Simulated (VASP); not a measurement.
Runs of VASP 6.6.1 on MgB2. The structure is that of space group P6/mmm (No. 191), or close to it. The cells are those of the table. 

```csv
task,cell,gap on the mesh (eV),pressure (GPa)
single point,"a = 3.064, b = 3.064, c = 3.499 Å, angles 90.0, 90.0, 120.0°, 3 atoms",none,-5.3
single point,"a = 3.085, b = 3.098, c = 3.523 Å, angles 90.2, 90.6, 120.4°, 3 atoms",none,-8.1
single point,"a = 3.116, b = 3.116, c = 3.523 Å, angles 90.0, 90.0, 120.0°, 3 atoms",none,(b)
electric field gradients,"a = 3.085, b = 3.085, c = 3.593 Å, angles 90.0, 90.0, 120.0°, 3 atoms",none,-10.0
electric field gradients,"a = 3.075, b = 3.075, c = 3.511 Å, angles 90.0, 90.0, 120.0°, 3 atoms",none,-6.8
electric field gradients,"a = 3.064, b = 3.064, c = 3.499 Å, angles 90.0, 90.0, 120.0°, 3 atoms",none,-5.3
electric field gradients,"a = 3.022, b = 3.022, c = 3.451 Å, angles 90.0, 90.0, 120.0°, 3 atoms",none,1.3
electric field gradients,"a = 3.146, b = 3.146, c = 3.592 Å, angles 90.0, 90.0, 120.0°, 3 atoms",none,-15.3
single point,"a = 3.022, b = 3.022, c = 3.451 Å, angles 90.0, 90.0, 120.0°, 3 atoms",none,1.3
single point,"a = 3.085, b = 3.085, c = 3.417 Å, angles 90.0, 90.0, 120.0°, 3 atoms",none,(a)
single point,"a = 3.146, b = 3.146, c = 3.592 Å, angles 90.0, 90.0, 120.0°, 3 atoms",none,-15.3
```

Alike in all rows: level LDA; potentials or basis VASP PAW LDA potentials, release 64 (Mg, B); no spin polarisation; k mesh 12 × 12 × 9; cutoff (eV) 520; smearing fermi-dirac 0.05 eV.

**Question.** Fill in the values left out.

**Answer.** (a) -5.1; (b) -11.2.

A gap of «none» marks levels without a gap at the run's occupations.
